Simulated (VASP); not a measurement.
Set up this calculation in VASP 6.6.1, as the native input.

```yaml
Task: single point
Functional: PBE
Potentials_or_basis: VASP PAW PBE potentials, release 64 (Ga_d, As, H)
Cutoff: 520 eV
k_mesh: 1 × 1 × 10
Occupations: gaussian, width 0.05 eV
Spin: no spin polarisation
Dipole_correction: no
Further_INCAR_settings: LREAL = Auto; ALGO = Normal; EDIFF = 1e-07; NBANDS = 82
```

The structure of Ga3As3H8 lies in POSCAR:

```
Ga3As3H8
1.0
   16.5000000000      0.0000000000      0.0000000000
    0.0000000000     16.9000000000      0.0000000000
    0.0000000000      0.0000000000      6.0506595258
Ga As H
6 6 16
Direct
    0.5743919100      0.5000000000      0.0000000000
    0.5992798899      0.3238406859      0.5558118204
    0.5992798899      0.6761593141      0.4441881796
    0.4256080900      0.5000000000      0.5000000000
    0.4007201101      0.3238406859     -0.0558118204
    0.4007201101      0.6761593141      0.0558118204
    0.3436750502      0.5882504932      0.7456108104
    0.6563249498      0.5882504932      0.7543891896
    0.3436750502      0.4117495068      0.2543891896
    0.6563249498      0.4117495068      0.2456108104
    0.5000000000      0.5881689421      0.2500000000
    0.5000000000      0.4118310579      0.7500000000
    0.2739446775      0.5375993959      0.8289068145
    0.2936567854      0.6394748089      0.5907771088
    0.7260553225      0.5375993959      0.6710931855
    0.7063432146      0.6394748089      0.9092228912
    0.6739385987      0.3088348412      0.7096531444
    0.5525598494      0.2593459364      0.4228570440
    0.6739385987      0.6911651588      0.2903468556
    0.5525598494      0.7406540636      0.5771429560
    0.2739446775      0.4624006041      0.1710931855
    0.2936567854      0.3605251911      0.4092228912
    0.7260553225      0.4624006041      0.3289068145
    0.7063432146      0.3605251911      0.0907771088
    0.3260614013      0.3088348412      0.7903468556
    0.4474401506      0.2593459364      0.0771429560
    0.3260614013      0.6911651588      0.2096531444
    0.4474401506      0.7406540636      0.9228570440
```

One way to write it, as run:

INCAR

```
SYSTEM = Ga3As3H8
  PREC = Accurate
  ENCUT = 520
  EDIFF = 1E-7
  ISMEAR = 0
  SIGMA = 0.05
  LREAL = Auto
  LASPH = .TRUE.
  NELM = 100
  ALGO = Normal
  ISIF = 2
  LWAVE = .FALSE.
  LCHARG = .FALSE.
  GGA = PE
  NBANDS = 82
```

KPOINTS

```
regular mesh
0
G
  1 1 10
  0 0 0
```

Potentials or basis: VASP PAW PBE potentials, release 64 (Ga_d, As, H).

The run is started by

```console
$ cat potpaw_PBE.64/Ga_d/POTCAR potpaw_PBE.64/As/POTCAR potpaw_PBE.64/H/POTCAR > POTCAR
$ mpirun -np 1 vasp_std > vasp.out
```

Results of the run:

```json
{
  "Largest force": "0.122 eV/Å",
  "Band gap on the k mesh": "3.21 eV (least direct gap 3.34 eV)"
}
```

Run time: 37 min on 1 thread of Intel(R) Xeon(R) Platinum 8488C (Sapphire Rapids) (shared host), peak memory 1.6 GiB.
